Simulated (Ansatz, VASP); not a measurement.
## Mo in VASP and in Ansatz

Contents of INCAR:

```
SYSTEM = Mo
ALGO     = Normal         ! electronic algorithm
EDIFF    = 1E-6           ! SCF threshold, eV
EDIFFG   = -0.002         ! ionic threshold
ENCUT    = 600            ! plane-wave cutoff, eV
IBRION   = 2              ! ionic algorithm
ISIF     = 3              ! what is computed and relaxed
ISMEAR   = 0              ! smearing method
LASPH    = .TRUE.         ! aspherical terms in the spheres
LCHARG   = .FALSE.        ! write CHGCAR
LREAL    = .FALSE.        ! projectors in reciprocal space
LWAVE    = .FALSE.        ! write WAVECAR
NELM     = 80             ! most SCF steps
NSW      = 100            ! ionic steps
PREC     = Accurate       ! precision mode
SIGMA    = 0.1            ! smearing width, eV
```

File KPOINTS:

```
k-points
0
G
  16 16 16
  0 0 0
```

POSCAR

```
Mo
1.0
   -1.5561832913      1.5561832913      1.5561832913
    1.5561832913     -1.5561832913      1.5561832913
    1.5561832913      1.5561832913     -1.5561832913
Mo
1
Direct
    0.0000000000      0.0000000000      0.0000000000
```

Input for Ansatz:

```yaml
crystal:
  lattice:
    - [-1.5561832938, 1.5561832938, 1.5561832938]
    - [1.5561832938, -1.5561832938, 1.5561832938]
    - [1.5561832938, 1.5561832938, -1.5561832938]
  atoms:
    - { symbol: Mo, position: [0.0, 0.0, 0.0] }
basis:
  ecutwfc: 420
kpoints:
  mp_grid: { grid: [16, 16, 16] }
hamiltonian:
  xc: lda
  pseudopotentials: { kind: paw, azcp: { folder: soft_1 } }
scf:
  occupations: { method: gaussian, width: 0.1 }
output:
  forces: true
  stress: true
  eigenvalues: true
relax:
  adjacent_minimum: "off"
  f_tol: 0.002
  max_steps: 80
  cell: { stress_tol: 0.02 }
```

Alike in both runs: task relaxation of cell and atoms; functional LDA; k mesh 16 × 16 × 16; occupations gaussian, width 0.1 eV; no spin polarisation.

|  | VASP | Ansatz |
| --- | --- | --- |
| version | VASP 6.6.1 | Ansatz 0.2.0 |
| potentials or method | VASP PAW LDA potentials, release 64 (Mo_sv), cutoff 600 eV | scalar-relativistic, plane waves, PAW |
| valence electrons in the cell | 14 | 14 |

Ansatz gave:

| Property | Result |
| --- | --- |
| gap on the k mesh at the Fermi level, each at its own relaxed structure (eV) | none |
| relaxed volume (Å³/atom) | 15.05 |
| relaxed cell length with the largest relative difference (Å) | 2.694 |

Q: What did VASP give for the same quantities?

A: gap on the k mesh at the Fermi level, each at its own relaxed structure (eV): none; relaxed volume (Å³/atom): 15.11; relaxed cell length with the largest relative difference (Å): 2.698.

Ansatz warns that its potentials were made for another functional, while VASP's fit it. LDA's correlation is that of Perdew and Zunger in VASP and of Perdew and Wang (1992) in Ansatz. A gap of «none» marks a metal or a gap that the smearing closes.
